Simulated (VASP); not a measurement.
A run of VASP 6.6.1 is set up as follows.

INCAR

```
SYSTEM = CoO
PREC = Accurate
ENCUT = 520
EDIFF = 1E-6
ISMEAR = 0
SIGMA = 0.01
LREAL = .FALSE.
LASPH = .TRUE.
NELM = 150
ALGO = Normal
ISIF = 2
LWAVE = .FALSE.
LCHARG = .FALSE.
ISPIN = 2
MAGMOM = -2.32 2.32 0.17 -0.17
LORBIT = 11
LMAXMIX = 4
GGA = PE
NBANDS = 27
```

KPOINTS

```
regular mesh
0
G
  12 12 8
  0 0 0
```

POSCAR

```
CoO
1.0
    3.1832233095      0.0000000000      0.0000000000
   -1.5916116547      2.7567522519      0.0000000000
    0.0000000000      0.0000000000      5.1827320008
Co O
2 2
Direct
    0.0000000391     -0.0000000391      0.0059319025
    0.3333332915      0.6666667085      0.5059319705
   -0.0000000408      0.0000000408      0.3690685205
    0.3333333769      0.6666666231      0.8690686064
```

Potentials or basis: VASP PAW PBE potentials, release 64 (Co, O).

The run is started by

```console
$ cat potpaw_PBE.64/Co/POTCAR potpaw_PBE.64/O/POTCAR > POTCAR
$ mpirun -np 1 vasp_std > vasp.out
```

(1) Estimate the site moments.

(2) Estimate the net moment.

(3) Estimate the largest force.

Results:

(1) Co -2.27, +2.27; O +0.15, -0.15 μB.

(2) 0.00 μB per cell.

(3) 0.125 eV/Å.

Caveat: the cell differs from its parent crystal (uniaxial strain along c: -2.0 %).
